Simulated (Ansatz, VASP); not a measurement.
**Ta in VASP and in Ansatz**

```
Ta
1.0
     4.61923    0.00000    0.00000
    -2.30962    4.00037    0.00000
     0.00000    0.00000    4.77638
Ta
4
Direct
  0.00000 0.00000 0.25000
  0.00000 0.00000 0.75000
  0.33333 0.66667 0.75000
  0.66667 0.33333 0.25000
```

Alike in both runs: functional r2SCAN; k mesh 6 × 6 × 4; occupations gaussian, width 0.1 eV; no spin polarisation.

Ansatz relaxed the structure, and its values are those at the end. VASP's run is a single point on that final structure, the one shown.

|  | VASP | Ansatz |
| --- | --- | --- |
| version | VASP 6.6.1 | Ansatz 0.2.0 |
| potentials or method | VASP PAW PBE potentials, release 64 (Ta_pv), cutoff 520 eV | scalar-relativistic, plane waves, PAW |
| valence electrons in the cell | 44 | 52 |

|  | VASP | Ansatz | Ansatz less VASP |
| --- | --- | --- | --- |
| gap on the k mesh at the Fermi level (eV) | none | none | - |
| pressure (GPa) | 0.5 | -0.1 | -0.59 |

VASP's potentials were made for PBE, not for r2SCAN. A gap of «none» marks a metal or a gap that the smearing closes. VASP's potentials hold 44 valence electrons a cell and Ansatz's 52, so a difference there can come from the potentials and not from the codes.

Neither program's run includes spin-orbit coupling.
